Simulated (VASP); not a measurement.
A run of VASP 6.6.1:

INCAR

```
PREC = Accurate
ENCUT = 520
EDIFF = 1E-8
ISMEAR = -1
SIGMA = 0.05
LREAL = F
LASPH = T
NELM = 100
ALGO = Normal
ISIF = 2
LWAVE = F
LCHARG = F
GGA = PE
LEFG = T
NBANDS = 16
```

Contents of KPOINTS:

```
Automatic mesh
0
Gamma
  10 10 10
```

POSCAR

```
GaP
1.0
    0.0000000000      2.7252500000      2.7252500000
    2.7252500000      0.0000000000      2.7252500000
    2.7252500000      2.7252500000      0.0000000000
Ga P
1 1
Direct
    0.0000000000      0.0000000000      0.0000000000
    0.7500000000      0.7500000000      0.7500000000
```

Potentials or basis: VASP PAW PBE potentials, release 64 (Ga_d, P).

Launch:

```console
$ cat potpaw_PBE.64/Ga_d/POTCAR potpaw_PBE.64/P/POTCAR > POTCAR
$ mpirun -np 1 vasp_std > vasp.out
```

Hardware: 1 thread of Intel(R) Xeon(R) 6975P-C (Granite Rapids), on a shared host.

Task: Estimate the wall time of this run.

Result: It took 40 s on 1 thread of Intel(R) Xeon(R) 6975P-C (Granite Rapids), with other jobs on the host, peak memory 0.18 GiB. Counts: scf iterations 15, k points 47.
